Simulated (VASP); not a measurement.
Crystal: Mg.

```
CELL_PARAMETERS angstrom
3.20930 0.00000 0.00000
-1.60465 2.77934 0.00000
0.00000 0.00000 5.21030
ATOMIC_POSITIONS crystal
Mg 0.33333 0.66667 0.25000
Mg 0.66667 0.33333 0.75000
```

* Program: VASP 6.6.1
* Task: relaxation of cell and atoms
* Functional: r2SCAN
* Potentials or basis: VASP PAW PBE potentials, release 64 (Mg)
* Cutoff: 600 eV
* k mesh: 17 × 17 × 9
* Occupations: gaussian, width 0.05 eV
* Spin: no spin polarisation

At the start: pressure -1.3 GPa; volume 23.24 Å³/atom.

Problem. How do energy, volume and symmetry change on relaxing?

Solution. Over 3 steps the energy falls by 3.6 meV/atom and the volume is 22.44 Å³/atom (-3.4 %); space group P6_3/mmc (No. 194, to 0.1 Å) before and after.

Step by step:
| step | energy change (eV) | largest force (eV/Å) | pressure (GPa) | volume (Å³) |
| --- | --- | --- | --- | --- |
| 1 | 0.0000 | 0.0000 | -1.33 | 46.47 |
| 2 | -0.0068 | 0.0000 | -0.28 | 45.19 |
| 3 | -0.0071 | 0.0000 | 0.00 | 44.88 |

Final structure:
```
Mg
1.0
     3.16760    0.00000    0.00000
    -1.58380    2.74323    0.00000
     0.00000    0.00000    5.16502
Mg
2
Direct
  0.33333 0.66667 0.25000
  0.66667 0.33333 0.75000
```

Caveat: the PAW data sets were made with another functional, which shifts forces and pressure a little.
